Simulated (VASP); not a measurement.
A run of VASP 6.6.1 is set up as follows.

INCAR

```
SYSTEM = Ir
ALGO = Normal
EDIFF = 1E-6
ENCUT = 500
GGA = PE
GGA_COMPAT = .FALSE.
ISIF = 2
ISMEAR = 0
ISPIN = 2
IVDW = 12
LASPH = .TRUE.
LCHARG = .FALSE.
LMAXMIX = 4
LORBIT = 11
LREAL = .FALSE.
LWAVE = .FALSE.
MAGMOM = 1 1
NBANDS = 20
NELM = 200
PREC = Accurate
SIGMA = 0.1
```

KPOINTS

```
k-points
0
G
  2 8 4
  0 0 0
```

Contents of POSCAR:

```
Ir
1.0
   12.2384552500      0.0000000000      0.0000000000
    0.0000000000      2.2334312600      0.0000000000
    0.0000000000      0.0000000000      7.1930008000
Ir
2
Direct
    0.2500000000      0.0000000000      0.1639884000
    0.7500000000      0.0000000000      0.8360116000
```

Potentials or basis: VASP PAW PBE potentials, release 64 (Ir).

The run is started by

```console
$ cat potpaw_PBE.64/Ir/POTCAR > POTCAR
$ mpirun -np 1 vasp_std > vasp.out
```

Task: Estimate the pressure.

Result: 2.1 GPa.

Task: Predict the site moments.

Result: Ir +1.33 μB.

Task: Estimate the largest force.

Result: 0.004 eV/Å.

Forces in eV/Å, atoms in the order of the input:
```
Ir   0.000  0.000 -0.004
Ir   0.000  0.000  0.004
```

Caveat: the stress differs along the axes, from -0 to 7 GPa.
